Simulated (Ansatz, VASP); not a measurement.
**AgI in VASP and in Ansatz**

The input INCAR:

```
PREC     = Accurate       # precision mode
ENCUT    = 500            # plane-wave cutoff, eV
EDIFF    = 1E-6           # SCF threshold, eV
ISMEAR   = 0              # smearing method
SIGMA    = 0.01           # smearing width, eV
LREAL    = F              # projectors in reciprocal space
LASPH    = T              # aspherical terms in the spheres
NELM     = 120            # most SCF steps
ALGO     = Normal         # electronic algorithm
ISIF     = 2              # what is computed and relaxed
LWAVE    = F              # write WAVECAR
LCHARG   = F              # write CHGCAR
GGA      = PE             # functional
NBANDS   = 16             # bands
GGA_COMPAT= F
```

KPOINTS

```
Automatic mesh
0
Gamma
  6 6 6
```

Contents of POSCAR:

```
AgI
1.0
    0.0000000000      3.2823756428      3.2823756428
    3.2823756428      0.0000000000      3.2823756428
    3.2823756428      3.2823756428      0.0000000000
Ag I
1 1
Direct
    0.0000000000      0.0000000000      0.0000000000
    0.2500000000      0.2500000000      0.2500000000
```

Input for Ansatz:

```yaml
crystal:
  lattice:
    - [0.0, 3.2823756428, 3.2823756428]
    - [3.2823756428, 0.0, 3.2823756428]
    - [3.2823756428, 3.2823756428, 0.0]
  atoms:
    - { symbol: Ag, position: [0.0, 0.0, 0.0] }
    - { symbol: I, position: [0.25, 0.25, 0.25] }
kpoints:
  mp_grid: { grid: [6, 6, 6] }
hamiltonian:
  xc: pbe
scf:
  occupations: { method: fixed }
  n_extra_bands: 4
output:
  forces: true
  stress: true
  eigenvalues: true
```

Alike in both runs: task single point; functional PBE; k mesh 6 × 6 × 6; no spin polarisation.

```csv
,VASP,Ansatz
version,VASP 6.6.1,Ansatz 0.2.0
potentials or method,"VASP PAW PBE potentials, release 64 (Ag, I)","plane waves, PAW"
plane-wave cutoff (eV),500,420
occupations,"gaussian, width 0.01 eV",fixed
valence electrons in the cell,18,36
```

|  | VASP | Ansatz | Ansatz less VASP |
| --- | --- | --- | --- |
| gap on the k mesh at the Fermi level (eV) | 1.34 | 1.34 | -0.003 |
| pressure (GPa) | 0.8 | 0.8 | +0.04 |

VASP's potentials hold 18 valence electrons a cell and Ansatz's 36, so a difference there can come from the potentials and not from the codes.

Neither program's run includes spin-orbit coupling.
